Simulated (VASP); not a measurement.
# B2Au (P4/mmm) in VASP: single point with PBE

Aim: the single point of B2Au with PBE.

Everything below comes from runs of VASP 6.6.1. Logs are shortened: lines on timing, memory, paths and dates and some standing lists are left out, and cuts for length are marked.

**1. The cell of the first run**

It takes space group P4/mmm (No. 123, tetragonal). Conventional cell: a = 4.069 Å, b = 4.069 Å, c = 4.516 Å, α = 90.00°, β = 90.00°, γ = 90.00°. B (site symmetry m2m) has 3 B at 1.41 to 1.88 Å within 1.9 Å. Au (site symmetry mmm) has 4 B at 2.37 Å and 4 Au at 2.88 Å within 3.1 Å.

**2. Single point, PBE**

INCAR

```
PREC = Accurate ; ENCUT = 520
EDIFF = 1E-6 ; ISMEAR = 0
SIGMA = 0.1 ; LREAL = F
LASPH = T ; NELM = 60
ALGO = Normal ; ISIF = 2
LWAVE = F ; LCHARG = T
GGA = PE ; LELF = T
LVHAR = T ; NBANDS = 26
```

KPOINTS

```
regular mesh
0
Gamma
  4 4 4
```

POSCAR

```
B2Au
1.0
    4.0688967200      0.0000000000      0.0000000000
    0.0000000000      4.0688967200      0.0000000000
    0.0000000000      0.0000000000      4.5158640900
B Au
4 2
Direct
    0.3265239500      0.0000000000      0.5000000000
    0.6734760500      0.0000000000      0.5000000000
    0.0000000000      0.3265239500      0.5000000000
    0.0000000000      0.6734760500      0.5000000000
    0.5000000000      0.0000000000      0.0000000000
    0.0000000000      0.5000000000      0.0000000000
```

Potentials or basis: VASP PAW PBE potentials, release 64 (B, Au).

The run is started by

```bash
$ cat potpaw_PBE.64/B/POTCAR potpaw_PBE.64/Au/POTCAR > POTCAR
$ mpirun -np 1 vasp_std > vasp.out
```

OUTCAR:

```text
PREC = Accurate
   ENCUT = 520
   EDIFF = 1E-6
   ISMEAR = 0
   LREAL = F
   LASPH = T
   NELM = 60
   ISIF = 2
   GGA = PE

 ion  position               nearest neighbor table
   1  0.327  0.000  0.500-   2 1.41   3 1.88   4 1.88   5 2.37   5 2.37
   2  0.673  0.000  0.500-   1 1.41   3 1.88   4 1.88   5 2.37   5 2.37
   3  0.000  0.327  0.500-   4 1.41   2 1.88   1 1.88   6 2.37   6 2.37
   4  0.000  0.673  0.500-   3 1.41   2 1.88   1 1.88   6 2.37   6 2.37
   5  0.500  0.000  0.000-   1 2.37   2 2.37   1 2.37   2 2.37   6 2.88   6 2.88   6 2.88   6 2.88

   6  0.000  0.500  0.000-   3 2.37   4 2.37   3 2.37   4 2.37   5 2.88   5 2.88   5 2.88   5 2.88

  LATTYP: Found a simple tetragonal cell.
 ALAT       =     4.0688967200
 C/A-ratio  =     1.1098497703

  Lattice vectors:

 A1 = (   4.0688967200,   0.0000000000,   0.0000000000)
 A2 = (   0.0000000000,   4.0688967200,   0.0000000000)
 A3 = (   0.0000000000,   0.0000000000,   4.5158640900)

Analysis of symmetry for initial positions (statically):
=====================================================================
 Subroutine PRICEL returns:
 Original cell was already a primitive cell.

 Routine SETGRP: Setting up the symmetry group for a
 simple tetragonal supercell.

 Subroutine GETGRP returns: Found 16 space group operations
 (whereof 16 operations were pure point group operations)
 out of a pool of 16 trial point group operations.

The static configuration has the point symmetry D_4h.

Analysis of symmetry for dynamics (positions and initial velocities):
=====================================================================
 Subroutine PRICEL returns:
 Original cell was already a primitive cell.

 Routine SETGRP: Setting up the symmetry group for a
 simple tetragonal supercell.

 Subroutine GETGRP returns: Found 16 space group operations
 (whereof 16 operations were pure point group operations)
 out of a pool of 16 trial point group operations.

The dynamic configuration has the point symmetry D_4h.

 Subroutine INISYM returns: Found 16 space group operations
 (whereof 16 operations are pure point group operations),
 and found     1 'primitive' translations

----------------------------------------------------------------------------------------

                                     Primitive cell

  volume of cell :      74.7643

  direct lattice vectors                    reciprocal lattice vectors
     4.068896720  0.000000000  0.000000000     0.245766867  0.000000000  0.000000000
     0.000000000  4.068896720  0.000000000     0.000000000  0.245766867  0.000000000
     0.000000000  0.000000000  4.515864090     0.000000000  0.000000000  0.221441562

  length of vectors
     4.068896720  4.068896720  4.515864090     0.245766867  0.245766867  0.221441562

  position of ions in fractional coordinates (direct lattice)
     0.326523950  0.000000000  0.500000000
     0.673476050  0.000000000  0.500000000
     0.000000000  0.326523950  0.500000000
     0.000000000  0.673476050  0.500000000
     0.500000000  0.000000000  0.000000000
     0.000000000  0.500000000  0.000000000

  ion indices of the primitive-cell ions
   primitive index   ion index
                 1           1
                 2           2
                 3           3
                 4           4
                 5           5
                 6           6

----------------------------------------------------------------------------------------

 KPOINTS: regular mesh

Automatic generation of k-mesh.
 Grid dimensions read from file:
 generate k-points for:    4    4    4

 Generating k-lattice:

  Cartesian coordinates                     Fractional coordinates (reciprocal lattice)
     0.061441717  0.000000000  0.000000000     0.250000000  0.000000000  0.000000000
     0.000000000  0.061441717  0.000000000     0.000000000  0.250000000  0.000000000
     0.000000000  0.000000000  0.055360391     0.000000000  0.000000000  0.250000000

  Length of vectors
     0.061441717  0.061441717  0.055360391

  Shift w.r.t. Gamma in fractional coordinates (k-lattice)
     0.000000000  0.000000000  0.000000000

 Subroutine IBZKPT returns following result:
 ===========================================

 Found     18 irreducible k-points:

 Following reciprocal coordinates:
            Coordinates               Weight
  0.000000  0.000000  0.000000      1.000000
  0.250000  0.000000  0.000000      4.000000
  0.500000  0.000000  0.000000      2.000000
  0.250000  0.250000  0.000000      4.000000
  0.500000  0.250000  0.000000      4.000000
  0.500000  0.500000  0.000000      1.000000
[... 10 lines left out ...]
  0.500000  0.250000  0.500000      4.000000
  0.500000  0.500000  0.500000      1.000000
   k-points           NKPTS =     18   k-points in BZ     NKDIM =     18   number of bands    NBANDS=     26
   number of dos      NEDOS =    301   number of ions     NIONS =      6
   total plane-waves  NPLWV =  32400
   dimension x,y,z NGX =    30 NGY =   30 NGZ =   36
   dimension x,y,z NGXF=    60 NGYF=   60 NGZF=   72
   ions per type =               4   2
   NGX,Y,Z   is equivalent  to a cutoff of  12.26, 12.26, 13.25 a.u.
   NGXF,Y,Z  is equivalent  to a cutoff of  24.51, 24.51, 26.51 a.u.
 SYSTEM =  unknown system
   PREC   = accura    normal or accurate (medium, high low for compatibility)
   ISTART =      0    job   : 0-new  1-cont  2-samecut
   ICHARG =      2    charge: 1-file 2-atom 10-const
   ISPIN  =      1    spin polarized calculation?
   LNONCOLLINEAR =      F non collinear calculations
   LSORBIT =      F    spin-orbit coupling
   LASPH  =      T    aspherical Exc in radial PAW
   ENCUT  =  520.0 eV  38.22 Ry    6.18 a.u.   7.57  7.57  8.40*2*pi/ulx,y,z
   NELM   =     60;   NELMIN=  2; NELMDL= -5     # of ELM steps
   EDIFF  = 0.1E-05   stopping-criterion for ELM
   LREAL  =      F    real-space projection
   EDIFFG = 0.1E-04   stopping-criterion for IOM
   NSW    =      0    number of steps for IOM
   IBRION =     -1    ionic relax: 0-MD 1-quasi-New 2-CG
   NFREE  =      0    steps in history (QN), initial steepest desc. (CG)
   ISIF   =      2    stress and relaxation
   ISYM   =      2    0-nonsym 1-usesym 2-fastsym
   POTIM  = 0.5000    time-step for ionic-motion
   TEBEG  =    0.0;   TEEND  =   0.0 temperature during run
   PSTRESS=    0.0 pullay stress
   NELECT =      34.0000    total number of electrons
   NUPDOWN=      -1.0000    fix difference up-down
   EMIN   =  10.00;   EMAX   =-10.00  energy-range for DOS
   EFERMI =   0.00;   METHOD = LEGACY
   ISMEAR =     0;   SIGMA  =   0.10  broadening in eV -4-tet -1-fermi 0-gaus
   EFERMI_NEDOS =   21; number of points for ismear=-14 and -15
   IALGO  =     38    algorithm
   IMIX   =      4    mixing-type and parameters
     AMIX     =   0.40;   BMIX     =  1.00
     AMIX_MAG =   1.60;   BMIX_MAG =  1.00
  volume/ion in A,a.u.               =      12.46        84.09
  Fermi-wavevector in a.u.,A,eV,Ry     =   1.258934  2.379041 21.564086  1.584916
  Thomas-Fermi vector in A             =   2.392519
   LORBIT       =      0    0 simple, 1 ext, 2 COOP (PROOUT), +10 PAW based schemes
   GGA     = PE    functional components
   LHFCALC =     F    Hartree Fock is set to
   AEXX    =    0.0000 exact exchange contribution
   IVDW    =     0    specifies the selected vdW correction
   LEPSILON=     F    determine dielectric tensor
   LRPA    =     F    only Hartree local field effects (RPA)
 non-spin polarized calculation
 Gauss-broadening in eV      SIGMA  =   0.10
  energy-cutoff  :      520.00
  volume of cell :       74.76
 maximum number of plane-waves:      2028
   NGX = 15   NGY = 15   NGZ = 17

 number of electron      33.9999998 magnetization

 Free energy of the ion-electron system (eV)
  ---------------------------------------------------
  ext. energy  EPLUGINS =         0.00000000
  ---------------------------------------------------
  free energy    TOTEN  =       -27.70031072 eV

  energy without entropy =      -27.68169595  energy(sigma->0) =      -27.69100334

 E-fermi :   5.7330     XC(G=0): -11.2212

 val. band max:        5.7110425773   @ k =   0.2500   0.2500   0.0000
 cond. band min:       5.8108263892   @ k =   0.2500   0.2500   0.0000
 fundamental gap:      0.0997838119
 Fermi energy:         5.7330033846

 k-point     1 :       0.0000    0.0000    0.0000
  band No.  band energies     occupation
      1      -6.4082      2.00000
      2      -2.7351      2.00000
      3      -0.8506      2.00000
      4       0.0544      2.00000
      5       0.0669      2.00000
      6       0.7516      2.00000
[... 18 lines left out ...]
     25      13.1853      0.00000
     26      13.1853      0.00000

 k-point     2 :       0.2500    0.0000    0.0000
  band No.  band energies     occupation
      1      -6.0165      2.00000
      2      -3.3996      2.00000
      3      -0.8030      2.00000
      4       0.3320      2.00000
      5       0.4010      2.00000
      6       0.5368      2.00000
[... 18 lines left out ...]
     25      13.7833      0.00000
     26      14.5063      0.00000

 k-point     3 :       0.5000    0.0000    0.0000
  band No.  band energies     occupation
      1      -5.1918      2.00000
      2      -4.5244      2.00000
      3      -0.7823      2.00000
      4       0.3852      2.00000
      5       1.0680      2.00000
      6       1.2048      2.00000
[... 398 lines left out ...]
 k-point    17 :       0.5000    0.2500    0.5000
  band No.  band energies     occupation
      1      -4.1583      2.00000
      2      -3.2799      2.00000
      3      -1.5876      2.00000
      4      -0.7105      2.00000
      5      -0.5076      2.00000
      6       0.0507      2.00000
[... 18 lines left out ...]
     25      15.7985      0.00000
     26      15.9239      0.00000

 k-point    18 :       0.5000    0.5000    0.5000
  band No.  band energies     occupation
      1      -3.3268      2.00000
      2      -2.9697      2.00000
      3      -2.9697      2.00000
      4      -0.6443      2.00000
      5      -0.5244      2.00000
      6      -0.5244      2.00000
[... 18 lines left out ...]
     25      15.4367      0.00000
     26      16.6647      0.00000

------------------------ aborting loop because EDIFF is reached ----------------------------------------

  FORCE on cell =-STRESS in cart. coord.  units (eV):
  Direction    XX          YY          ZZ          XY          YZ          ZX
  --------------------------------------------------------------------------------------
  -------------------------------------------------------------------------------------
  Total        7.7047069      7.7047069     -2.6530890      0.0000000      0.0000000     -0.0000000
  in kB      165.1096688    165.1096688    -56.8549393      0.0000000      0.0000000     -0.0000000
  external PRESSURE =      91.1214661 kB  Pullay stress =       0.0000000 kB

 VOLUME and BASIS-vectors are now :
 -----------------------------------------------------------------------------
  energy-cutoff  :      520.00
  volume of cell :       74.76
      direct lattice vectors                 reciprocal lattice vectors
     4.068896720  0.000000000  0.000000000     0.245766867  0.000000000  0.000000000
     0.000000000  4.068896720  0.000000000     0.000000000  0.245766867  0.000000000
     0.000000000  0.000000000  4.515864090     0.000000000  0.000000000  0.221441562

 POSITION                                       TOTAL-FORCE (eV/Angst)
 -----------------------------------------------------------------------------------
      1.32859      0.00000      2.25793        -7.840691      0.000000      0.000000
      2.74030      0.00000      2.25793         7.840691     -0.000000      0.000000
      0.00000      1.32859      2.25793        -0.000000     -7.840691     -0.000000
      0.00000      2.74030      2.25793         0.000000      7.840691     -0.000000
      2.03445      0.00000      0.00000        -0.000000      0.000000      0.000000
      0.00000      2.03445      0.00000        -0.000000      0.000000      0.000000
 -----------------------------------------------------------------------------------
    total drift:                                0.000000      0.000000      0.000000

  FREE ENERGIE OF THE ION-ELECTRON SYSTEM (eV)
  ---------------------------------------------------
  free  energy   TOTEN  =       -27.7003107225 eV

  energy  without entropy=      -27.6816959513  energy(sigma->0) =      -27.69100334
```

Wall time 40 s (1 thread of Intel Xeon Platinum 8259CL at 2.50GHz (Skylake/Cascade Lake), shared host); peak memory 0.19 GiB.

What came out:

| Property | Result |
| --- | --- |
| Free energy | -27.7003 eV |
| Pressure | 9.1 GPa |
| Largest force | 7.841 eV/Å |
| Band gap on the k mesh | zero (band 17 reaches 7.68 eV, above the bottom of band 18 at 4.73 eV) |

Forces on the atoms (eV/Å):
```
B   -7.841  0.000  0.000
B    7.841  0.000  0.000
B    0.000 -7.841  0.000
B    0.000  7.841  0.000
Au   0.000  0.000  0.000
Au   0.000  0.000  0.000
```

Stress tensor (GPa, compression positive):
```
16.51  0.00  0.00
 0.00 16.51  0.00
 0.00  0.00 -5.69
```

Caveat: the k points lie up to 0.39 Å⁻¹ apart; spin-orbit coupling is left out, which moves the levels of the heavy elements; forces of over 1 eV/Å act on the atoms, so gaps and moduli don't describe the material at rest.
